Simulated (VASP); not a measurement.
# Fe (C2/m) in VASP: single point with PBE

Aim: the single point of Fe with PBE.

All numbers are computed with VASP 6.6.1; they aren't measurements. Logs are shortened: lines on timing, memory, paths and dates and some standing lists are left out, and cuts for length are marked.

### 1 The cell of the first run

The typed cell holds 2 atoms: a = 2.830 Å, b = 2.830 Å, c = 2.830 Å, α = 90.00°, β = 90.00°, γ = 90.00°.

### 2 Single point, PBE, collinear spin, ferromagnetic start

Contents of INCAR:

```
SYSTEM = Fe
ALGO     = Normal         ! electronic algorithm
EDIFF    = 1E-6           ! SCF threshold, eV
ENCUT    = 600            ! plane-wave cutoff, eV
GGA      = PE             ! functional
GGA_COMPAT= .False.      
ISIF     = 2              ! what is computed and relaxed
ISMEAR   = -1             ! smearing method
ISPIN    = 2              ! spin polarisation
LASPH    = .True.         ! aspherical terms in the spheres
LCHARG   = .False.        ! write CHGCAR
LMAXMIX  = 4              ! l up to which the mixer works
LORBIT   = 11             ! projections on sites
LREAL    = .False.        ! projectors in reciprocal space
LWAVE    = .False.        ! write WAVECAR
MAGMOM   = 2.2 2.2        ! initial moments
NBANDS   = 19             ! bands
NELM     = 200            ! most SCF steps
PREC     = Accurate       ! precision mode
SIGMA    = 0.1            ! smearing width, eV
```

Contents of KPOINTS:

```
k-points
0
Gamma
  6 6 6
  0 0 0
```

Contents of POSCAR:

```
Fe
1.0
    2.8300000000      0.0000000000      0.0000000000
    0.0000000000      2.8300000000      0.0000000000
    0.0000000000      0.0000000000      2.8300000000
Fe
2
Direct
   -0.0040000000      0.0020000000     -0.0020000000
    0.5000000000      0.4960000000      0.5020000000
```

Potentials or basis: VASP PAW PBE potentials, release 64 (Fe).

The run is started by

```sh
cat potpaw_PBE.64/Fe/POTCAR > POTCAR
mpirun -np 1 vasp_std > vasp.out
```

OUTCAR:

```text
SYSTEM = Fe
   EDIFF = 1E-6
   ENCUT = 600
   GGA = PE
   ISIF = 2
   ISMEAR = -1
   ISPIN = 2
   LASPH = .True.
   LORBIT = 11
   LREAL = .False.
   NELM = 200
   PREC = Accurate

 ion  position               nearest neighbor table
   1  0.996  0.002  0.998-   2 2.43   2 2.44   2 2.44   2 2.45   2 2.45   2 2.46   2 2.46   2 2.47

   2  0.500  0.496  0.502-   1 2.43   1 2.44   1 2.44   1 2.45   1 2.45   1 2.46   1 2.46   1 2.47

  LATTYP: Found a simple cubic cell.
 ALAT       =     2.8300000000

  Lattice vectors:

 A1 = (   2.8300000000,   0.0000000000,   0.0000000000)
 A2 = (   0.0000000000,   2.8300000000,   0.0000000000)
 A3 = (   0.0000000000,   0.0000000000,   2.8300000000)

Analysis of symmetry for initial positions (statically):
=====================================================================
 Subroutine PRICEL returns:
 Original cell was already a primitive cell.

 Routine SETGRP: Setting up the symmetry group for a
 simple cubic supercell.

 Subroutine GETGRP returns: Found  4 space group operations
 (whereof  1 operations were pure point group operations)
 out of a pool of 48 trial point group operations.

The static configuration has the point symmetry C_1 .
 The point group associated with its full space group is C_2h.

Analysis of symmetry for dynamics (positions and initial velocities):
=====================================================================
 Subroutine PRICEL returns:
 Original cell was already a primitive cell.

 Routine SETGRP: Setting up the symmetry group for a
 simple cubic supercell.

 Subroutine GETGRP returns: Found  4 space group operations
 (whereof  1 operations were pure point group operations)
 out of a pool of 48 trial point group operations.

The dynamic configuration has the point symmetry C_1 .
 The point group associated with its full space group is C_2h.

Analysis of structural, dynamic, and magnetic symmetry:
=====================================================================
 Subroutine PRICEL returns:
 Original cell was already a primitive cell.

 Routine SETGRP: Setting up the symmetry group for a
 simple cubic supercell.

 Subroutine GETGRP returns: Found  4 space group operations
 (whereof  1 operations were pure point group operations)
 out of a pool of 48 trial point group operations.

The overall configuration has the point symmetry C_1 .
 The point group associated with its full space group is C_2h.

 Subroutine INISYM returns: Found  4 space group operations
 (whereof  1 operations are pure point group operations),
 and found     1 'primitive' translations

----------------------------------------------------------------------------------------

                                     Primitive cell

  volume of cell :      22.6652

  direct lattice vectors                    reciprocal lattice vectors
     2.830000000  0.000000000  0.000000000     0.353356890  0.000000000  0.000000000
     0.000000000  2.830000000  0.000000000     0.000000000  0.353356890  0.000000000
     0.000000000  0.000000000  2.830000000     0.000000000  0.000000000  0.353356890

  length of vectors
     2.830000000  2.830000000  2.830000000     0.353356890  0.353356890  0.353356890

  position of ions in fractional coordinates (direct lattice)
     0.996000000  0.002000000  0.998000000
     0.500000000  0.496000000  0.502000000

  ion indices of the primitive-cell ions
   primitive index   ion index
                 1           1
                 2           2

----------------------------------------------------------------------------------------

 KPOINTS: k-points

Automatic generation of k-mesh.
 Grid dimensions read from file:
 generate k-points for:    6    6    6

 Generating k-lattice:

  Cartesian coordinates                     Fractional coordinates (reciprocal lattice)
     0.058892815  0.000000000  0.000000000     0.166666667  0.000000000  0.000000000
     0.000000000  0.058892815  0.000000000     0.000000000  0.166666667  0.000000000
     0.000000000  0.000000000  0.058892815     0.000000000  0.000000000  0.166666667

  Length of vectors
     0.058892815  0.058892815  0.058892815

  Shift w.r.t. Gamma in fractional coordinates (k-lattice)
     0.000000000  0.000000000  0.000000000

 Subroutine IBZKPT returns following result:
 ===========================================

 Found     68 irreducible k-points:

 Following reciprocal coordinates:
            Coordinates               Weight
  0.000000  0.000000  0.000000      1.000000
  0.166667  0.000000  0.000000      4.000000
  0.000000  0.166667  0.000000      2.000000
  0.333333  0.000000  0.000000      4.000000
  0.000000  0.333333  0.000000      2.000000
  0.500000  0.000000  0.000000      2.000000
[... 16 lines left out ...]
 -0.333333  0.333333  0.000000      4.000000
 -0.333333  0.000000  0.333333      2.000000
 [... further k-points ...]
   k-points           NKPTS =     68   k-points in BZ     NKDIM =     68   number of bands    NBANDS=     19
   number of dos      NEDOS =    301   number of ions     NIONS =      2
   total plane-waves  NPLWV =  13824
   dimension x,y,z NGX =    24 NGY =   24 NGZ =   24
   dimension x,y,z NGXF=    48 NGYF=   48 NGZF=   48
   ions per type =               2
   NGX,Y,Z   is equivalent  to a cutoff of  14.10, 14.10, 14.10 a.u.
   NGXF,Y,Z  is equivalent  to a cutoff of  28.20, 28.20, 28.20 a.u.
 SYSTEM =  Fe
   PREC   = accura    normal or accurate (medium, high low for compatibility)
   ISTART =      0    job   : 0-new  1-cont  2-samecut
   ICHARG =      2    charge: 1-file 2-atom 10-const
   ISPIN  =      2    spin polarized calculation?
   LNONCOLLINEAR =      F non collinear calculations
   LSORBIT =      F    spin-orbit coupling
   LASPH  =      T    aspherical Exc in radial PAW
   ENCUT  =  600.0 eV  44.10 Ry    6.64 a.u.   5.65  5.65  5.65*2*pi/ulx,y,z
   NELM   =    200;   NELMIN=  2; NELMDL= -5     # of ELM steps
   EDIFF  = 0.1E-05   stopping-criterion for ELM
   LREAL  =      F    real-space projection
   EDIFFG = 0.1E-04   stopping-criterion for IOM
   NSW    =      0    number of steps for IOM
   IBRION =     -1    ionic relax: 0-MD 1-quasi-New 2-CG
   NFREE  =      0    steps in history (QN), initial steepest desc. (CG)
   ISIF   =      2    stress and relaxation
   ISYM   =      2    0-nonsym 1-usesym 2-fastsym
   POTIM  = 0.5000    time-step for ionic-motion
   TEBEG  =    0.0;   TEEND  =   0.0 temperature during run
   PSTRESS=    0.0 pullay stress
   NELECT =      16.0000    total number of electrons
   NUPDOWN=      -1.0000    fix difference up-down
   EMIN   =  10.00;   EMAX   =-10.00  energy-range for DOS
   EFERMI =   0.00;   METHOD = LEGACY
   ISMEAR =    -1;   SIGMA  =   0.10  broadening in eV -4-tet -1-fermi 0-gaus
   EFERMI_NEDOS =   21; number of points for ismear=-14 and -15
   IALGO  =     38    algorithm
   IMIX   =      4    mixing-type and parameters
     AMIX     =   0.40;   BMIX     =  1.00
     AMIX_MAG =   1.60;   BMIX_MAG =  1.00
  volume/ion in A,a.u.               =      11.33        76.48
  Fermi-wavevector in a.u.,A,eV,Ry     =   1.457678  2.754613 28.910018  2.124826
  Thomas-Fermi vector in A             =   2.574452
   LORBIT       =     11    0 simple, 1 ext, 2 COOP (PROOUT), +10 PAW based schemes
   GGA     = PE    functional components
   LHFCALC =     F    Hartree Fock is set to
   AEXX    =    0.0000 exact exchange contribution
   IVDW    =     0    specifies the selected vdW correction
   LEPSILON=     F    determine dielectric tensor
   LRPA    =     F    only Hartree local field effects (RPA)
 spin polarized calculation
  energy-cutoff  :      600.00
  volume of cell :       22.67
 maximum number of plane-waves:       768
 NGX is ok and might be reduce to    24
   NGX = 11   NGY = 11   NGZ = 11

 number of electron      16.0000009 magnetization       4.2446342

 Free energy of the ion-electron system (eV)
  ---------------------------------------------------
  ext. energy  EPLUGINS =         0.00000000
  ---------------------------------------------------
  free energy    TOTEN  =       -16.51794488 eV

  energy without entropy =      -16.46489129  energy(sigma->0) =      -16.49141808

 E-fermi :   5.9133     XC(G=0): -13.1286

 val. band max:        5.9075243210   @ k =   0.0000   0.3333   0.1667
 cond. band min:       6.0102621281   @ k =   0.0000   0.0000   0.0000
 fundamental gap:      0.1027378071
 Fermi energy:         5.9133403683

 spin component 1

 k-point     1 :       0.0000    0.0000    0.0000
  band No.  band energies     occupation
      1      -2.5784      1.00000
      2       1.0193      1.00000
      3       1.0201      1.00000
      4       3.5799      1.00000
      5       3.5821      1.00000
      6       3.5821      1.00000
[... 11 lines left out ...]
     18      30.9147      0.00000
     19      30.9184      0.00000
[... 485 lines left out ...]
 k-point    24 :      -0.3333    0.0000    0.3333
  band No.  band energies     occupation
      1       0.6462      1.00000
      2       1.4715      1.00000
      3       2.7502      1.00000
      4       3.0606      1.00000
      5       3.1859      1.00000
      6       3.9148      1.00000
[... 11 lines left out ...]
     18      28.0234      0.00000
     19      29.6270      0.00000

 [... further k-points ...]

 spin component 2

 k-point     1 :       0.0000    0.0000    0.0000
  band No.  band energies     occupation
      1      -2.4499      1.00000
      2       2.7907      1.00000
      3       2.7916      1.00000
      4       5.4337      0.99181
      5       5.4385      0.99141
      6       5.4387      0.99139
[... 11 lines left out ...]
     18      30.6269      0.00000
     19      30.6282      0.00000
[... 485 lines left out ...]
 k-point    24 :      -0.3333    0.0000    0.3333
  band No.  band energies     occupation
      1       1.2177      1.00000
      2       2.8917      1.00000
      3       4.4486      1.00000
      4       4.6655      1.00000
      5       4.8932      0.99996
      6       5.1599      0.99947
[... 11 lines left out ...]
     18      28.6583      0.00000
     19      29.9666      0.00000

 [... further k-points ...]

------------------------ aborting loop because EDIFF is reached ----------------------------------------

  FORCE on cell =-STRESS in cart. coord.  units (eV):
  Direction    XX          YY          ZZ          XY          YZ          ZX
  --------------------------------------------------------------------------------------
  -------------------------------------------------------------------------------------
  Total       -0.1126436     -0.1150669     -0.1126436     -0.0003862     -0.0003898      0.0002516
  in kB       -7.9626517     -8.1339502     -7.9626517     -0.0273018     -0.0275525      0.0177846
  external PRESSURE =      -8.0197512 kB  Pullay stress =       0.0000000 kB

 VOLUME and BASIS-vectors are now :
 -----------------------------------------------------------------------------
  energy-cutoff  :      600.00
  volume of cell :       22.67
      direct lattice vectors                 reciprocal lattice vectors
     2.830000000  0.000000000  0.000000000     0.353356890  0.000000000  0.000000000
     0.000000000  2.830000000  0.000000000     0.000000000  0.353356890  0.000000000
     0.000000000  0.000000000  2.830000000     0.000000000  0.000000000  0.353356890

 POSITION                                       TOTAL-FORCE (eV/Angst)
 -----------------------------------------------------------------------------------
      2.81868      0.00566      2.82434         0.101989     -0.152935      0.101989
      1.41500      1.40368      1.42066        -0.101989      0.152935     -0.101989
 -----------------------------------------------------------------------------------
    total drift:                               -0.000012     -0.000005     -0.000003

  FREE ENERGIE OF THE ION-ELECTRON SYSTEM (eV)
  ---------------------------------------------------
  free  energy   TOTEN  =       -16.5179448756 eV

  energy  without entropy=      -16.4648912855  energy(sigma->0) =      -16.49141808

 total charge

# of ion       s       p       d       tot
------------------------------------------
    1        0.486   0.538   6.252   7.276
    2        0.486   0.538   6.252   7.276
--------------------------------------------------
tot          0.971   1.076  12.504  14.551

 magnetization (x)

# of ion       s       p       d       tot
------------------------------------------
    1       -0.016  -0.065   2.206   2.125
    2       -0.016  -0.065   2.206   2.125
--------------------------------------------------
tot         -0.033  -0.129   4.412   4.250
```

Run time: 42 s. Hardware: 1 thread of AMD EPYC 7R13 (Zen 3), shared host; peak memory 0.15 GiB.

What came out:

```
Free energy                                           : -16.5179 eV
Pressure                                              : -0.8 GPa
Largest force                                         : 0.210 eV/Å
Net moment                                            : 4.24 μB per cell
Site moments                                          : Fe +2.12 μB
Valence electrons inside the program's atomic spheres : Fe 7.28
```

Forces on the atoms (eV/Å):
```
Fe   0.102 -0.153  0.102
Fe  -0.102  0.153 -0.102
```

Caveat: the k points lie up to 0.37 Å⁻¹ apart.
